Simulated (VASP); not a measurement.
Input of a VASP 6.6.1 run:

File POSCAR:

```
SiC
1.0
    3.1698816840      0.0000000000      0.0000000000
   -1.5849408420      2.7451980654      0.0000000000
    0.0000000000      0.0000000000     10.3790244696
Si C
4 4
Direct
    0.0000000000      0.0000000000     -0.0000981281
    0.3333333333      0.6666666667      0.2498281258
    0.0000000000      0.0000000000      0.4999018719
    0.6666666667      0.3333333333      0.7498281258
    0.0000000000      0.0000000000      0.1872691227
    0.3333333333      0.6666666667      0.4380008796
    0.0000000000      0.0000000000      0.6872691227
    0.6666666667      0.3333333333      0.9380008796
```

File INCAR.step1:

```
PREC = Accurate
ENCUT = 520
ISMEAR = 0
SIGMA = 0.01
LREAL = F
LASPH = T
NELM = 60
NBANDS = 26
GGA = PE
ALGO = Normal
EDIFF = 1E-4
LWAVE = T
LCHARG = F
```

INCAR.step2

```
PREC = Accurate
ENCUT = 520
EDIFF = 1E-6
ISMEAR = 0
SIGMA = 0.01
LREAL = F
LASPH = T
NELM = 60
ALGO = Normal
ISIF = 2
LWAVE = F
LCHARG = F
METAGGA = R2SCAN
LMIXTAU = T
NBANDS = 26
ISTART = 1
```

Contents of KPOINTS:

```
Automatic mesh
0
Gamma
  12 12 4
```

Potentials or basis: VASP PAW PBE potentials, release 64 (Si, C).

Run with:

```sh
$ cat potpaw_PBE.64/Si/POTCAR potpaw_PBE.64/C/POTCAR > POTCAR
$ cp INCAR.step1 INCAR
$ mpirun -np 1 vasp_std > vasp.out
$ cp INCAR.step2 INCAR
$ mpirun -np 1 vasp_std > vasp.out
```

**Question.** Predict the pressure.

**Answer.** -17.1 GPa.

**Question.** Estimate the band gap on the k mesh.

**Answer.** 2.56 eV (least direct gap 3.71 eV).

Stress tensor (GPa, compression positive):
```
-17.15   0.00   0.00
  0.00 -17.15   0.00
  0.00   0.00 -16.93
```

Caveat: the cell differs from its parent crystal (strain +3.0%); the cell stands under tension; the PAW data sets were made with another functional, which shifts forces and pressure a little. A k mesh can miss the band edges.
